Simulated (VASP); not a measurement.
# Nb2SnSe (P4/nmm) in VASP: a series of runs

Nb2SnSe is run at these levels: PBE; tasks: relaxation of cell and atoms, single point.

All numbers are computed with VASP 6.6.1; they aren't measurements. Logs are shortened: lines on timing, memory, paths and dates and some standing lists are left out, and cuts for length are marked.

## Step 1: The cell of the first run

Symmetry: P4/nmm, No. 129, tetragonal system. Conventional cell: a = 3.377 Å, b = 3.377 Å, c = 14.292 Å, α = 90.00°, β = 90.00°, γ = 90.00°. Within 3.7 Å of Nb (site symmetry 4mm) lie 4 Se at 2.74 Å and 4 Sn at 3.06 Å and 5 Nb at 3.38 to 3.62 Å. Within 3.7 Å of Nb (site symmetry 4mm) lie 9 Nb at 2.75 to 3.62 Å and 5 Sn at 2.94 to 3.07 Å. Sn (site symmetry 4mm) has 9 Nb at 2.94 to 3.07 Å and 1 Se at 3.26 Å and 4 Sn at 3.38 Å within 3.9 Å. Within 3.6 Å of Se (site symmetry 4mm) lie 4 Nb at 2.74 Å and 1 Sn at 3.26 Å and 4 Se at 3.38 Å.

## Step 2: Relaxation of cell and atoms, PBE

File INCAR:

```
SYSTEM = Nb2SnSe
PREC = Accurate
ENCUT = 500
EDIFF = 1E-7
ISMEAR = 0
SIGMA = 0.1
LREAL = .FALSE.
LASPH = .TRUE.
NELM = 120
ALGO = Normal
ISIF = 3
LWAVE = .FALSE.
LCHARG = .FALSE.
GGA = PE
IBRION = 2
NSW = 90
EDIFFG = -0.04
GGA_COMPAT = .FALSE.
NELMIN = 4
```

File KPOINTS:

```
regular mesh
0
G
  6 6 2
  0 0 0
```

File POSCAR:

```
Nb2SnSe
1.0
    3.3767808100      0.0000000000      0.0000000000
    0.0000000000      3.3767808100      0.0000000000
    0.0000000000      0.0000000000     14.2917727072
Nb Sn Se
4 2 2
Direct
    0.5000000000      0.0000000000      0.6990380646
    0.5000000000      0.0000000000      0.9523823345
    0.0000000000      0.5000000000      0.0476176655
    0.0000000000      0.5000000000      0.3009619354
    0.0000000000      0.5000000000      0.8325604556
    0.5000000000      0.0000000000      0.1674395444
    0.0000000000      0.5000000000      0.6043619423
    0.5000000000      0.0000000000      0.3956380577
```

Potentials or basis: VASP PAW PBE potentials, release 64 (Nb_sv, Sn_d, Se).

Launch:

```console
$ cat potpaw_PBE.64/Nb_sv/POTCAR potpaw_PBE.64/Sn_d/POTCAR potpaw_PBE.64/Se/POTCAR > POTCAR
$ mpirun -np 1 vasp_std > vasp.out
```

OUTCAR:

```text
SYSTEM = Nb2SnSe
   PREC = Accurate
   ENCUT = 500
   EDIFF = 1E-7
   ISMEAR = 0
   LREAL = .FALSE.
   LASPH = .TRUE.
   NELM = 120
   ISIF = 3
   GGA = PE
   IBRION = 2
   NSW = 90
   EDIFFG = -0.04
   NELMIN = 4

 ion  position               nearest neighbor table
   1  0.500  0.000  0.699-   7 2.74   7 2.74   7 2.74   7 2.74   5 3.06   5 3.06   5 3.06   5 3.06

   2  0.500  0.000  0.952-   3 2.75   3 2.75   3 2.75   3 2.75   5 2.94   5 2.94   5 2.94   5 2.94
                             6 3.07
   3  0.000  0.500  0.048-   2 2.75   2 2.75   2 2.75   2 2.75   6 2.94   6 2.94   6 2.94   6 2.94
                             5 3.07
   4  0.000  0.500  0.301-   8 2.74   8 2.74   8 2.74   8 2.74   6 3.06   6 3.06   6 3.06   6 3.06

   5  0.000  0.500  0.833-   2 2.94   2 2.94   2 2.94   2 2.94   1 3.06   1 3.06   1 3.06   1 3.06
                             3 3.07   7 3.26
   6  0.500  0.000  0.167-   3 2.94   3 2.94   3 2.94   3 2.94   4 3.06   4 3.06   4 3.06   4 3.06
                             2 3.07   8 3.26
   7  0.000  0.500  0.604-   1 2.74   1 2.74   1 2.74   1 2.74   5 3.26
   8  0.500  0.000  0.396-   4 2.74   4 2.74   4 2.74   4 2.74   6 3.26

  LATTYP: Found a simple tetragonal cell.
 ALAT       =     3.3767808100
 C/A-ratio  =     4.2323661236

  Lattice vectors:

 A1 = (   3.3767808100,   0.0000000000,   0.0000000000)
 A2 = (   0.0000000000,   3.3767808100,   0.0000000000)
 A3 = (   0.0000000000,   0.0000000000,  14.2917727072)

Analysis of symmetry for initial positions (statically):
=====================================================================
 Subroutine PRICEL returns:
 Original cell was already a primitive cell.

 Routine SETGRP: Setting up the symmetry group for a
 simple tetragonal supercell.

 Subroutine GETGRP returns: Found 16 space group operations
 (whereof  8 operations were pure point group operations)
 out of a pool of 16 trial point group operations.

The static configuration has the point symmetry D_2d.
 The point group associated with its full space group is D_4h.

Analysis of symmetry for dynamics (positions and initial velocities):
=====================================================================
 Subroutine PRICEL returns:
 Original cell was already a primitive cell.

 Routine SETGRP: Setting up the symmetry group for a
 simple tetragonal supercell.

 Subroutine GETGRP returns: Found 16 space group operations
 (whereof  8 operations were pure point group operations)
 out of a pool of 16 trial point group operations.

The dynamic configuration has the point symmetry D_2d.
 The point group associated with its full space group is D_4h.

 Subroutine INISYM returns: Found 16 space group operations
 (whereof  8 operations are pure point group operations),
 and found     1 'primitive' translations

----------------------------------------------------------------------------------------

                                     Primitive cell

  volume of cell :     162.9641

  direct lattice vectors                    reciprocal lattice vectors
     3.376780810  0.000000000  0.000000000     0.296140039  0.000000000  0.000000000
     0.000000000  3.376780810  0.000000000     0.000000000  0.296140039  0.000000000
     0.000000000  0.000000000 14.291772707     0.000000000  0.000000000  0.069970326

  length of vectors
     3.376780810  3.376780810 14.291772707     0.296140039  0.296140039  0.069970326

  position of ions in fractional coordinates (direct lattice)
     0.500000000  0.000000000  0.699038065
     0.500000000  0.000000000  0.952382335
     0.000000000  0.500000000  0.047617665
     0.000000000  0.500000000  0.300961935
     0.000000000  0.500000000  0.832560456
     0.500000000  0.000000000  0.167439544
     0.000000000  0.500000000  0.604361942
     0.500000000  0.000000000  0.395638058

  ion indices of the primitive-cell ions
   primitive index   ion index
                 1           1
                 2           2
                 3           3
                 4           4
                 5           5
                 6           6
                 7           7
                 8           8

----------------------------------------------------------------------------------------

 KPOINTS: regular mesh

Automatic generation of k-mesh.
 Grid dimensions read from file:
 generate k-points for:    6    6    2

 Generating k-lattice:

  Cartesian coordinates                     Fractional coordinates (reciprocal lattice)
     0.049356673  0.000000000  0.000000000     0.166666667  0.000000000  0.000000000
     0.000000000  0.049356673  0.000000000     0.000000000  0.166666667  0.000000000
     0.000000000  0.000000000  0.034985163     0.000000000  0.000000000  0.500000000

  Length of vectors
     0.049356673  0.049356673  0.034985163

  Shift w.r.t. Gamma in fractional coordinates (k-lattice)
     0.000000000  0.000000000  0.000000000

 Subroutine IBZKPT returns following result:
 ===========================================

 Found     20 irreducible k-points:

 Following reciprocal coordinates:
            Coordinates               Weight
  0.000000  0.000000  0.000000      1.000000
  0.166667  0.000000  0.000000      4.000000
  0.333333  0.000000  0.000000      4.000000
  0.500000  0.000000  0.000000      2.000000
  0.166667  0.166667  0.000000      4.000000
  0.333333  0.166667  0.000000      8.000000
[... 12 lines left out ...]
  0.500000  0.333333  0.500000      4.000000
  0.500000  0.500000  0.500000      1.000000
   k-points           NKPTS =     20   k-points in BZ     NKDIM =     20   number of bands    NBANDS=     55
   number of dos      NEDOS =    301   number of ions     NIONS =      8
   total plane-waves  NPLWV =  84672
   dimension x,y,z NGX =    28 NGY =   28 NGZ =  108
   dimension x,y,z NGXF=    56 NGYF=   56 NGZF=  216
   ions per type =               4   2   2
   NGX,Y,Z   is equivalent  to a cutoff of  13.78, 13.78, 12.56 a.u.
   NGXF,Y,Z  is equivalent  to a cutoff of  27.57, 27.57, 25.13 a.u.
 SYSTEM =  Nb2SnSe
   PREC   = accura    normal or accurate (medium, high low for compatibility)
   ISTART =      0    job   : 0-new  1-cont  2-samecut
   ICHARG =      2    charge: 1-file 2-atom 10-const
   ISPIN  =      1    spin polarized calculation?
   LNONCOLLINEAR =      F non collinear calculations
   LSORBIT =      F    spin-orbit coupling
   LASPH  =      T    aspherical Exc in radial PAW
   ENCUT  =  500.0 eV  36.75 Ry    6.06 a.u.   6.16  6.16 26.06*2*pi/ulx,y,z
   NELM   =    120;   NELMIN=  4; NELMDL= -5     # of ELM steps
   EDIFF  = 0.1E-06   stopping-criterion for ELM
   LREAL  =      F    real-space projection
   EDIFFG = -.4E-01   stopping-criterion for IOM
   NSW    =     90    number of steps for IOM
   IBRION =      2    ionic relax: 0-MD 1-quasi-New 2-CG
   NFREE  =      1    steps in history (QN), initial steepest desc. (CG)
   ISIF   =      3    stress and relaxation
   ISYM   =      2    0-nonsym 1-usesym 2-fastsym
   POTIM  = 0.5000    time-step for ionic-motion
   TEBEG  =    0.0;   TEEND  =   0.0 temperature during run
   PSTRESS=    0.0 pullay stress
   NELECT =      92.0000    total number of electrons
   NUPDOWN=      -1.0000    fix difference up-down
   EMIN   =  10.00;   EMAX   =-10.00  energy-range for DOS
   EFERMI =   0.00;   METHOD = LEGACY
   ISMEAR =     0;   SIGMA  =   0.10  broadening in eV -4-tet -1-fermi 0-gaus
   EFERMI_NEDOS =   21; number of points for ismear=-14 and -15
   IALGO  =     38    algorithm
   IMIX   =      4    mixing-type and parameters
     AMIX     =   0.40;   BMIX     =  1.00
     AMIX_MAG =   1.60;   BMIX_MAG =  1.00
  volume/ion in A,a.u.               =      20.37       137.47
  Fermi-wavevector in a.u.,A,eV,Ry     =   1.353028  2.556852 24.907983  1.830685
  Thomas-Fermi vector in A             =   2.480318
   LORBIT       =      0    0 simple, 1 ext, 2 COOP (PROOUT), +10 PAW based schemes
   GGA     = PE    functional components
   LHFCALC =     F    Hartree Fock is set to
   AEXX    =    0.0000 exact exchange contribution
   IVDW    =     0    specifies the selected vdW correction
   LEPSILON=     F    determine dielectric tensor
   LRPA    =     F    only Hartree local field effects (RPA)
 conjugate gradient relaxation of ions
 non-spin polarized calculation
 Gauss-broadening in eV      SIGMA  =   0.10
  energy-cutoff  :      500.00
  volume of cell :      162.96
 maximum number of plane-waves:      4176
 NGX is ok and might be reduce to    28
   NGX = 13   NGY = 13   NGZ = 53

--------------------------------------- Ionic step        1  -------------------------------------------

 number of electron      92.0000009 magnetization

 Free energy of the ion-electron system (eV)
  ---------------------------------------------------
  ext. energy  EPLUGINS =         0.00000000
  ---------------------------------------------------
  free energy    TOTEN  =       -57.51235459 eV

  energy without entropy =      -57.47369510  energy(sigma->0) =      -57.49302484

------------------------ aborting loop because EDIFF is reached ----------------------------------------

  FORCE on cell =-STRESS in cart. coord.  units (eV):
  Direction    XX          YY          ZZ          XY          YZ          ZX
  --------------------------------------------------------------------------------------
  -------------------------------------------------------------------------------------
  Total        0.0688494      0.0688494     -0.5432080      0.0000000     -0.0000000      0.0000000
  in kB        0.6768911      0.6768911     -5.3405362      0.0000000     -0.0000000      0.0000000
  external PRESSURE =      -1.3289180 kB  Pullay stress =       0.0000000 kB
[... 237 lines left out ...]
  energy  without entropy=      -57.5185793683  energy(sigma->0) =      -57.53144324

--------------------------------------- Ionic step        7  -------------------------------------------

 number of electron      91.9999989 magnetization

 Free energy of the ion-electron system (eV)
  ---------------------------------------------------
  ext. energy  EPLUGINS =         0.00000000
  ---------------------------------------------------
  free energy    TOTEN  =       -57.54445033 eV

  energy without entropy =      -57.51895278  energy(sigma->0) =      -57.53170156

 E-fermi :   9.4375     XC(G=0): -11.3985

 val. band max:        9.4327127038   @ k =   0.0000   0.0000   0.5000
 cond. band min:       9.4490399306   @ k =   0.1667   0.0000   0.0000
 fundamental gap:      0.0163272268
 Fermi energy:         9.4375204300

 k-point     1 :       0.0000    0.0000    0.0000
  band No.  band energies     occupation
      1     -46.0215      2.00000
      2     -46.0215      2.00000
      3     -45.2729      2.00000
      4     -44.9960      2.00000
      5     -22.0689      2.00000
      6     -22.0679      2.00000
[... 1184 lines left out ...]
  FREE ENERGIE OF THE ION-ELECTRON SYSTEM (eV)
  ---------------------------------------------------
  free  energy   TOTEN  =       -57.5444503349 eV

  energy  without entropy=      -57.5189527753  energy(sigma->0) =      -57.53170156

 reached required accuracy - stopping structural energy minimisation
```

It took 33 min on 1 thread of Intel Xeon 8259CL, shared host; peak memory 0.38 GiB.

What came out:

| Item | Value |
| --- | --- |
| Free energy | -57.5445 eV |
| Relaxed volume | 20.26 Å³/atom |
| Relaxed cell | a = 3.394 Å, b = 3.394 Å, c = 14.073 Å, α = 90.00°, β = 90.00°, γ = 90.00° |
| Space group after relaxing (to 0.1 Å) | P4/nmm (No. 129) |
| Energy gained by relaxing | 4.0 meV/atom |
| Ionic steps | 7 |
| Pressure after relaxing | -0.1 GPa |
| Largest force after relaxing | 0.038 eV/Å |
| Band gap on the k mesh | zero (bands 46 and 47 overlap by 0.32 eV) |

Forces in eV/Å, atoms in the order of the input:
```
Nb   0.000  0.000  0.003
Nb   0.000  0.000 -0.033
Nb   0.000  0.000  0.033
Nb   0.000  0.000 -0.003
Sn   0.000  0.000  0.038
Sn   0.000  0.000 -0.038
Se   0.000  0.000  0.036
Se   0.000  0.000 -0.036
```

Step by step:
```csv
step,energy change (eV),largest force (eV/Å),pressure (GPa),volume (Å³)
1,0.0000,0.4700,-0.13,162.96
2,-0.0213,0.2201,-0.14,162.57
3,-0.0272,0.0830,-0.10,162.26
4,-0.0304,0.0493,0.17,161.86
5,-0.0310,0.0458,0.38,161.56
6,-0.0320,0.0496,-0.25,162.32
7,-0.0321,0.0379,-0.08,162.11
```

Final structure:
```yaml
crystal:
  lattice:
    - [3.39409, 0.00000, 0.00000]
    - [0.00000, 3.39409, 0.00000]
    - [0.00000, 0.00000, 14.07269]
  atoms:
    - { symbol: Nb, position: [0.50000, 0.00000, 0.70118] }
    - { symbol: Nb, position: [0.50000, 0.00000, 0.94958] }
    - { symbol: Nb, position: [0.00000, 0.50000, 0.05042] }
    - { symbol: Nb, position: [0.00000, 0.50000, 0.29882] }
    - { symbol: Sn, position: [0.00000, 0.50000, 0.83294] }
    - { symbol: Sn, position: [0.50000, 0.00000, 0.16706] }
    - { symbol: Se, position: [0.00000, 0.50000, 0.60455] }
    - { symbol: Se, position: [0.50000, 0.00000, 0.39545] }
```

Caveat: spin-orbit coupling is left out, which moves the levels of the heavy elements; this functional lacks dispersion, which binds the layers, so the pressure and a relaxed spacing across them are unreliable.

## Step 3: Single point, PBE, collinear spin, zero start

File INCAR:

```
SYSTEM = Nb2SnSe
PREC = Accurate
ENCUT = 500
EDIFF = 1E-6
ISMEAR = 0
SIGMA = 0.1
LREAL = .False.
LASPH = .True.
NELM = 200
ALGO = Normal
ISIF = 2
LWAVE = .False.
LCHARG = .False.
ISPIN = 2
MAGMOM = 0 0 0 0 0 0 0 0
LORBIT = 11
LMAXMIX = 4
GGA = PE
NBANDS = 60
GGA_COMPAT = .False.
```

File KPOINTS:

```
regular mesh
0
Gamma
  6 6 2
  0 0 0
```

POSCAR is that of step 2.

Potentials or basis: VASP PAW PBE potentials, release 64 (Nb_sv, Sn_d, Se).

Launch:

```console
$ cat potpaw_PBE.64/Nb_sv/POTCAR potpaw_PBE.64/Sn_d/POTCAR potpaw_PBE.64/Se/POTCAR > POTCAR
$ mpirun -np 1 vasp_std > vasp.out
```

Wall time 9.7 min (1 thread of Intel Xeon 8259CL, shared host); peak memory 0.51 GiB.

The run converged. Its results:

| Item | Value |
| --- | --- |
| Free energy | -57.5124 eV |
| Pressure | -0.1 GPa |
| Largest force | 0.470 eV/Å |
| Band gap on the k mesh | zero (filled and empty bands overlap) |
| Net moment | 0.00 μB per cell |
| Valence electrons inside the program's atomic spheres | Nb 10.54, 10.79 (each value once); Sn 12.43; Se 3.83 |

Forces on the atoms (eV/Å):
```
Nb   0.000  0.000  0.194
Nb   0.000  0.000 -0.470
Nb   0.000  0.000  0.470
Nb   0.000  0.000 -0.194
Sn   0.000  0.000  0.025
Sn   0.000  0.000 -0.025
Se   0.000  0.000 -0.010
Se   0.000  0.000  0.010
```

Stress tensor (GPa, compression positive):
```
 0.07  0.00  0.00
 0.00  0.07  0.00
 0.00  0.00 -0.53
```

Levels at points of the mesh, in eV from the Fermi level:
Spin up:
```
           k point  band 43  band 44  band 45  band 46  band 47  band 48  band 49  band 50
(0.00, 0.00, 0.00)    -0.05    -0.01     0.18     0.18     0.36     0.86     1.16     1.22
(0.50, 0.00, 0.00)    -1.34    -1.34    -1.03    -1.03     0.63     0.63     1.58     1.58
(0.50, 0.50, 0.00)    -0.70    -0.70    -0.48    -0.48     0.62     0.62     1.71     1.71
(0.00, 0.00, 0.50)    -0.03    -0.01     0.15     0.15     0.21     0.86     1.11     1.22
(0.50, 0.00, 0.50)    -1.34    -1.34    -0.95    -0.95     0.64     0.64     1.58     1.58
(0.50, 0.50, 0.50)    -0.70    -0.70    -0.09    -0.09     0.57     0.57     1.79     1.79
```
Spin down:
```csv
k point,band 42,band 43,band 44,band 45,band 46,band 47,band 48,band 49,band 50,band 51
"(0.00, 0.00, 0.00)",-0.05,-0.05,-0.01,0.18,0.18,0.36,0.86,1.16,1.22,1.22
"(0.50, 0.00, 0.00)",-1.62,-1.34,-1.34,-1.03,-1.03,0.63,0.63,1.58,1.58,2.35
"(0.50, 0.50, 0.00)",-0.85,-0.70,-0.70,-0.48,-0.48,0.62,0.62,1.71,1.71,2.02
"(0.00, 0.00, 0.50)",-0.03,-0.03,-0.01,0.15,0.15,0.21,0.86,1.11,1.22,1.22
"(0.50, 0.00, 0.50)",-1.86,-1.34,-1.34,-0.95,-0.95,0.64,0.64,1.58,1.58,2.34
"(0.50, 0.50, 0.50)",-1.11,-0.70,-0.70,-0.09,-0.09,0.57,0.57,1.79,1.79,1.88
```

Caveat: spin-orbit coupling is left out, which moves the levels of the heavy elements; this functional lacks dispersion, which binds the layers, so the pressure and a relaxed spacing across them are unreliable.
